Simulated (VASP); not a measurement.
# ScAl3N3 (P-3m1) in VASP: relaxation of cell and atoms with PBE

Aim: the relaxation of cell and atoms of ScAl3N3 with PBE.

Program: VASP 6.6.1. These are calculated values, not measurements. Logs are shortened: lines on timing, memory, paths and dates and some standing lists are left out, and cuts for length are marked.

**1. The cell of the first run**

The structure is trigonal, space group P-3m1 (No. 164). Conventional cell: a = 5.110 Å, b = 5.110 Å, c = 4.938 Å, α = 90.00°, β = 90.00°, γ = 120.00°. Within 3.3 Å of Sc (site symmetry -3m) lie 8 N at 2.47 to 3.02 Å and 6 Al at 2.55 Å. Within 2.1 Å of Al (site symmetry 2/m) lie 2 N at 1.61 Å. N (site symmetry 3m) has 3 Al at 1.61 Å within 2.1 Å. N (site symmetry -3m) has 2 Sc at 2.47 Å within 3.3 Å.

The cell was generated, and may not be a known phase.

**2. Relaxation of cell and atoms, PBE**

INCAR reads:

```
PREC     = Accurate       # precision mode
ENCUT    = 600            # plane-wave cutoff, eV
EDIFF    = 1E-7           # SCF threshold, eV
ISMEAR   = 0              # smearing method
SIGMA    = 0.2            # smearing width, eV
LREAL    = F              # projectors in reciprocal space
LASPH    = T              # aspherical terms in the spheres
NELM     = 120            # most SCF steps
ALGO     = Normal         # electronic algorithm
ISIF     = 3              # what is computed and relaxed
LWAVE    = F              # write WAVECAR
LCHARG   = F              # write CHGCAR
GGA      = PE             # functional
IBRION   = 2              # ionic algorithm
NSW      = 36             # ionic steps
EDIFFG   = -0.08          # ionic threshold
GGA_COMPAT= F            
NELMIN   = 4
```

KPOINTS reads:

```
regular mesh
0
Gamma
  4 4 3
```

POSCAR reads:

```
ScAl3N3
1.0
    5.1098456700      0.0000000000      0.0000000000
   -2.5549228400      4.4252561600      0.0000000000
    0.0000000000      0.0000000000      4.9377777800
Sc Al N
1 3 3
Direct
    0.0000000000      0.0000000000      0.0000000000
    0.5000000000      0.0000000000      0.0000000000
    0.0000000000      0.5000000000      0.0000000000
    0.5000000000      0.5000000000      0.0000000000
    0.3333333300      0.6666666700      0.1299741300
    0.6666666700      0.3333333300      0.8700258700
    0.0000000000      0.0000000000      0.5000000000
```

Potentials or basis: VASP PAW PBE potentials, release 64 (Sc_sv, Al, N).

The run is started by

```sh
cat potpaw_PBE.64/Sc_sv/POTCAR potpaw_PBE.64/Al/POTCAR potpaw_PBE.64/N/POTCAR > POTCAR
mpirun -np 1 vasp_std > vasp.out
```

OUTCAR:

```text
PREC = Accurate
   ENCUT = 600
   EDIFF = 1E-7
   ISMEAR = 0
   LREAL = F
   LASPH = T
   NELM = 120
   ISIF = 3
   GGA = PE
   IBRION = 2
   NSW = 36
   EDIFFG = -0.08
   NELMIN = 4

 ion  position               nearest neighbor table
   1  0.000  0.000  0.000-   7 2.47   7 2.47   4 2.55   4 2.55   2 2.55   2 2.55   3 2.55   3 2.55

   2  0.500  0.000  0.000-   5 1.61   6 1.61   3 2.55   3 2.55   1 2.55   1 2.55   4 2.55   4 2.55

   3  0.000  0.500  0.000-   5 1.61   6 1.61   2 2.55   2 2.55   4 2.55   4 2.55   1 2.55   1 2.55

   4  0.500  0.500  0.000-   5 1.61   6 1.61   1 2.55   1 2.55   3 2.55   3 2.55   2 2.55   2 2.55

   5  0.333  0.667  0.130-   3 1.61   2 1.61   4 1.61
   6  0.667  0.333  0.870-   3 1.61   2 1.61   4 1.61
   7  0.000  0.000  0.500-   1 2.47   1 2.47

  LATTYP: Found a hexagonal cell.
 ALAT       =     5.1098456700
 C/A-ratio  =     0.9663262061

  Lattice vectors:

 A1 = (   5.1098456700,   0.0000000000,   0.0000000000)
 A2 = (  -2.5549228400,   4.4252561600,   0.0000000000)
 A3 = (   0.0000000000,   0.0000000000,   4.9377777800)

Analysis of symmetry for initial positions (statically):
=====================================================================
 Subroutine PRICEL returns:
 Original cell was already a primitive cell.

 Routine SETGRP: Setting up the symmetry group for a
 hexagonal supercell.

 Subroutine GETGRP returns: Found 12 space group operations
 (whereof 12 operations were pure point group operations)
 out of a pool of 24 trial point group operations.

The static configuration has the point symmetry D_3d.

Analysis of symmetry for dynamics (positions and initial velocities):
=====================================================================
 Subroutine PRICEL returns:
 Original cell was already a primitive cell.

 Routine SETGRP: Setting up the symmetry group for a
 hexagonal supercell.

 Subroutine GETGRP returns: Found 12 space group operations
 (whereof 12 operations were pure point group operations)
 out of a pool of 24 trial point group operations.

The dynamic configuration has the point symmetry D_3d.

 Subroutine INISYM returns: Found 12 space group operations
 (whereof 12 operations are pure point group operations),
 and found     1 'primitive' translations

----------------------------------------------------------------------------------------

                                     Primitive cell

  volume of cell :     111.6549

  direct lattice vectors                    reciprocal lattice vectors
     5.109845670  0.000000000  0.000000000     0.195700627  0.112987810  0.000000000
    -2.554922840  4.425256160  0.000000000     0.000000000  0.225975619  0.000000000
     0.000000000  0.000000000  4.937777780     0.000000000  0.000000000  0.202520252

  length of vectors
     5.109845670  5.109845673  4.937777780     0.225975619  0.225975619  0.202520252

  position of ions in fractional coordinates (direct lattice)
     0.000000000  0.000000000  0.000000000
     0.500000000  0.000000000  0.000000000
     1.000000000  0.500000000  0.000000000
     0.500000000  0.500000000  0.000000000
     0.333333330  0.666666670  0.129974130
     0.666666670  0.333333330  0.870025870
     0.000000000  0.000000000  0.500000000

  ion indices of the primitive-cell ions
   primitive index   ion index
                 1           1
                 2           2
                 3           3
                 4           4
                 5           5
                 6           6
                 7           7

----------------------------------------------------------------------------------------

 KPOINTS: regular mesh

Automatic generation of k-mesh.
 Grid dimensions read from file:
 generate k-points for:    4    4    3

 Generating k-lattice:

  Cartesian coordinates                     Fractional coordinates (reciprocal lattice)
     0.048925157  0.028246952  0.000000000     0.250000000 -0.000000000  0.000000000
     0.000000000  0.056493905  0.000000000     0.000000000  0.250000000  0.000000000
     0.000000000  0.000000000  0.067506751     0.000000000  0.000000000  0.333333333

  Length of vectors
     0.056493905  0.056493905  0.067506751

  Shift w.r.t. Gamma in fractional coordinates (k-lattice)
     0.000000000  0.000000000  0.000000000

 Subroutine IBZKPT returns following result:
 ===========================================

 Found      9 irreducible k-points:

 Following reciprocal coordinates:
            Coordinates               Weight
  0.000000  0.000000  0.000000      1.000000
  0.250000 -0.000000  0.000000      6.000000
  0.500000 -0.000000  0.000000      3.000000
  0.250000  0.250000  0.000000      6.000000
  0.000000  0.000000  0.333333      2.000000
  0.250000 -0.000000  0.333333      6.000000
  0.000000  0.250000  0.333333      6.000000
  0.500000 -0.000000  0.333333      6.000000
  0.250000  0.250000  0.333333     12.000000
   k-points           NKPTS =      9   k-points in BZ     NKDIM =      9   number of bands    NBANDS=     21
   number of dos      NEDOS =    301   number of ions     NIONS =      7
   total plane-waves  NPLWV =  70560
   dimension x,y,z NGX =    42 NGY =   42 NGZ =   40
   dimension x,y,z NGXF=    84 NGYF=   84 NGZF=   80
   ions per type =               1   3   3
   NGX,Y,Z   is equivalent  to a cutoff of  13.66, 13.66, 13.47 a.u.
   NGXF,Y,Z  is equivalent  to a cutoff of  27.33, 27.33, 26.93 a.u.
 SYSTEM =  unknown system
   PREC   = accura    normal or accurate (medium, high low for compatibility)
   ISTART =      0    job   : 0-new  1-cont  2-samecut
   ICHARG =      2    charge: 1-file 2-atom 10-const
   ISPIN  =      1    spin polarized calculation?
   LNONCOLLINEAR =      F non collinear calculations
   LSORBIT =      F    spin-orbit coupling
   LASPH  =      T    aspherical Exc in radial PAW
   ENCUT  =  600.0 eV  44.10 Ry    6.64 a.u.  10.21 10.21  9.86*2*pi/ulx,y,z
   NELM   =    120;   NELMIN=  4; NELMDL= -5     # of ELM steps
   EDIFF  = 0.1E-06   stopping-criterion for ELM
   LREAL  =      F    real-space projection
   EDIFFG = -.8E-01   stopping-criterion for IOM
   NSW    =     36    number of steps for IOM
   IBRION =      2    ionic relax: 0-MD 1-quasi-New 2-CG
   NFREE  =      1    steps in history (QN), initial steepest desc. (CG)
   ISIF   =      3    stress and relaxation
   ISYM   =      2    0-nonsym 1-usesym 2-fastsym
   POTIM  = 0.5000    time-step for ionic-motion
   TEBEG  =    0.0;   TEEND  =   0.0 temperature during run
   PSTRESS=    0.0 pullay stress
   NELECT =      35.0000    total number of electrons
   NUPDOWN=      -1.0000    fix difference up-down
   EMIN   =  10.00;   EMAX   =-10.00  energy-range for DOS
   EFERMI =   0.00;   METHOD = LEGACY
   ISMEAR =     0;   SIGMA  =   0.20  broadening in eV -4-tet -1-fermi 0-gaus
   EFERMI_NEDOS =   21; number of points for ismear=-14 and -15
   IALGO  =     38    algorithm
   IMIX   =      4    mixing-type and parameters
     AMIX     =   0.40;   BMIX     =  1.00
     AMIX_MAG =   1.60;   BMIX_MAG =  1.00
  volume/ion in A,a.u.               =      15.95       107.64
  Fermi-wavevector in a.u.,A,eV,Ry     =   1.112086  2.101537 16.826797  1.236735
  Thomas-Fermi vector in A             =   2.248656
   LORBIT       =      0    0 simple, 1 ext, 2 COOP (PROOUT), +10 PAW based schemes
   GGA     = PE    functional components
   LHFCALC =     F    Hartree Fock is set to
   AEXX    =    0.0000 exact exchange contribution
   IVDW    =     0    specifies the selected vdW correction
   LEPSILON=     F    determine dielectric tensor
   LRPA    =     F    only Hartree local field effects (RPA)
 conjugate gradient relaxation of ions
 non-spin polarized calculation
 Gauss-broadening in eV      SIGMA  =   0.20
  energy-cutoff  :      600.00
  volume of cell :      111.65
 maximum number of plane-waves:      3738
 NGX is ok and might be reduce to    42
   NGX = 21   NGY = 21   NGZ = 19

--------------------------------------- Ionic step        1  -------------------------------------------

 number of electron      34.9999999 magnetization

 Free energy of the ion-electron system (eV)
  ---------------------------------------------------
  ext. energy  EPLUGINS =         0.00000000
  ---------------------------------------------------
  free energy    TOTEN  =       -31.32021531 eV

  energy without entropy =      -31.20017343  energy(sigma->0) =      -31.26019437

 E-fermi :   3.9906     XC(G=0):  -9.1224

 val. band max:        3.9194180272   @ k =   0.2500   0.2500   0.0000
 cond. band min:       3.9921482713   @ k =   0.2500   0.2500   0.3333
 fundamental gap:      0.0727302441
 Fermi energy:         3.9905735953

 k-point     1 :       0.0000    0.0000    0.0000
  band No.  band energies     occupation
      1     -44.4942      2.00000
      2     -23.4813      2.00000
      3     -23.4813      2.00000
      4     -22.9208      2.00000
      5     -13.8739      2.00000
      6     -12.5647      2.00000
[... 321 lines left out ...]
  FREE ENERGIE OF THE ION-ELECTRON SYSTEM (eV)
  ---------------------------------------------------
  free  energy   TOTEN  =       -38.5073344317 eV

  energy  without entropy=      -38.3983220509  energy(sigma->0) =      -38.45282824

[... ionic steps 4 to 15 ...]

--------------------------------------- Ionic step       16  -------------------------------------------

 number of electron      34.9999991 magnetization

------------------------ aborting loop because EDIFF is reached ----------------------------------------

  FORCE on cell =-STRESS in cart. coord.  units (eV):
  Direction    XX          YY          ZZ          XY          YZ          ZX
  --------------------------------------------------------------------------------------
  -------------------------------------------------------------------------------------
  Total        0.0045590      0.0045590      0.7032314     -0.0000000      0.0000000     -0.0000000
  in kB        0.0535100      0.0535100      8.2539879     -0.0000000      0.0000000     -0.0000000
  external PRESSURE =       2.7870026 kB  Pullay stress =       0.0000000 kB
[... 67 lines left out ...]
  energy  without entropy=      -40.8700577583  energy(sigma->0) =      -40.92319200

--------------------------------------- Ionic step       18  -------------------------------------------

 number of electron      34.9999990 magnetization

 Free energy of the ion-electron system (eV)
  ---------------------------------------------------
  ext. energy  EPLUGINS =         0.00000000
  ---------------------------------------------------
  free energy    TOTEN  =       -40.98036946 eV

  energy without entropy =      -40.87609927  energy(sigma->0) =      -40.92823436

 E-fermi :   3.2620     XC(G=0):  -8.6063

 val. band max:        3.1973933924   @ k =   0.0000   0.0000   0.0000
 cond. band min:       3.2992837759   @ k =   0.5000  -0.0000   0.3333
 fundamental gap:      0.1018903835
 Fermi energy:         3.2619934739

 k-point     1 :       0.0000    0.0000    0.0000
  band No.  band energies     occupation
      1     -45.3914      2.00000
      2     -24.2627      2.00000
      3     -24.2627      2.00000
      4     -23.7799      2.00000
      5     -12.5384      2.00000
      6     -11.8991      2.00000
[... 239 lines left out ...]
  FREE ENERGIE OF THE ION-ELECTRON SYSTEM (eV)
  ---------------------------------------------------
  free  energy   TOTEN  =       -40.9803694586 eV

  energy  without entropy=      -40.8760992672  energy(sigma->0) =      -40.92823436

 reached required accuracy - stopping structural energy minimisation
```

It took 19 min on 1 thread of Intel Xeon 8259CL, shared host; peak memory 0.28 GiB.

Results:

```
Free energy                           : -40.9804 eV
Relaxed volume                        : 19.66 Å³/atom
Relaxed cell                          : a = 6.299 Å, b = 6.299 Å, c = 4.005 Å, α = 90.00°, β = 90.00°, γ = 120.00°
Space group after relaxing (to 0.1 Å) : P-3m1 (No. 164)
Energy gained by relaxing             : 1380.0 meV/atom
Ionic steps                           : 18
Pressure after relaxing               : -0.2 GPa
Largest force after relaxing          : 0.044 eV/Å
Band gap on the k mesh                : zero (an odd number of electrons rules out a gap without spin polarisation)
```

Forces in eV/Å, atoms in the order of the input:
```
Sc   0.000  0.000  0.000
Al   0.000  0.000  0.000
Al   0.000  0.000  0.000
Al   0.000  0.000  0.000
N    0.000  0.000 -0.044
N    0.000  0.000  0.044
N    0.000  0.000  0.000
```

Step by step:
```csv
step,energy change (eV),largest force (eV/Å),pressure (GPa),volume (Å³)
1,0.0000,6.8242,41.69,111.65
2,-4.2888,3.1790,-16.37,186.56
3,-7.1871,1.4696,-6.42,148.49
4,-8.9859,1.0627,-4.65,137.29
5,-9.3687,0.8544,-2.37,131.82
6,-9.3984,0.7634,-1.29,129.64
7,-9.3983,0.7811,-1.50,130.05
8,-9.4459,0.4048,1.40,127.00
9,-9.4460,0.4210,1.27,127.13
10,-9.4848,0.3759,1.00,128.56
11,-9.5701,0.2812,0.04,132.92
12,-9.6002,0.1892,-2.73,141.92
13,-9.6126,0.2199,-1.50,138.32
14,-9.6400,0.1182,-0.34,136.95
15,-9.6486,0.0443,0.83,135.51
16,-9.6558,0.0508,0.28,136.50
17,-9.6561,0.0510,0.14,136.74
18,-9.6602,0.0439,-0.19,137.62
```

Final structure:
```yaml
crystal:
  lattice:
    - [6.29918, 0.00000, 0.00000]
    - [-3.14959, 5.45525, 0.00000]
    - [0.00000, 0.00000, 4.00480]
  atoms:
    - { symbol: Sc, position: [0.00000, 0.00000, 0.00000] }
    - { symbol: Al, position: [0.50000, 0.00000, 0.00000] }
    - { symbol: Al, position: [0.00000, 0.50000, 0.00000] }
    - { symbol: Al, position: [0.50000, 0.50000, 0.00000] }
    - { symbol: N, position: [0.33333, 0.66667, 0.02517] }
    - { symbol: N, position: [0.66667, 0.33333, 0.97483] }
    - { symbol: N, position: [0.00000, 0.00000, 0.50000] }
```

Levels at points of the mesh, in eV from the Fermi level:
```tsv
k point	band 13	band 14	band 15	band 16	band 17	band 18	band 19	band 20	band 21
(0.00, 0.00, 0.00)	-3.06	-2.63	-1.44	-1.44	-0.06	1.09	1.09	1.98	1.98
(0.50, 0.00, 0.00)	-2.88	-2.18	-1.34	-0.68	-0.51	-0.11	0.57	0.88	1.83
```

Caveat: the k points lie up to 0.52 Å⁻¹ apart in the final cell, too coarse for converged energies and pressures of a metal; the volume moved by over 15 % at a fixed basis, so the end points are rough; the relaxation stopped at a loose force limit of 0.08 eV/Å, so its end isn't a converged minimum.

The gap in the log of VASP goes by the Fermi energy; the results here count the filled bands.